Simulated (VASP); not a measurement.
Runs of VASP 6.6.1 on HfN. The structure is that of space group F-43m (No. 216), or close to it. The cells are those of the table. 

```tsv
task	cell	cutoff (eV)	gap on the mesh (eV)	pressure (GPa)
relaxation of cell and atoms	relaxed to 30 GPa from a = 3.472 Å, angles 60.0°, 2 atoms	600	none	30.0
single point	a = 3.390 Å, angles 60.0°, 2 atoms	520	none	(a)
single point	a = 3.347 Å, angles 60.0°, 2 atoms	520	none	19.4
single point	a = 3.441 Å, angles 60.0°, 2 atoms	520	none	-0.8
relaxation of cell and atoms	relaxed to 10 GPa from a = 3.472 Å, angles 60.0°, 2 atoms	600	none	9.8
```

Alike in all rows: level PBEsol; potentials or basis VASP PAW PBE potentials, release 64 (Hf_pv, N); no spin polarisation; k mesh 9 × 9 × 9; smearing methfessel-paxton 0.1 eV.

Task: Estimate the missing entries.

Result: (a) 9.3.

Caveats: the PAW data sets were made with another functional, which shifts forces and pressure a little; spin-orbit coupling is left out, which moves the levels of the heavy elements; the cell is relaxed towards a set pressure, so the enthalpy falls and the energy may rise (some runs).

A k mesh can miss the band edges, and the runs leave out spin-orbit coupling on Hf.

A gap of «none» marks levels without a gap at the run's occupations.
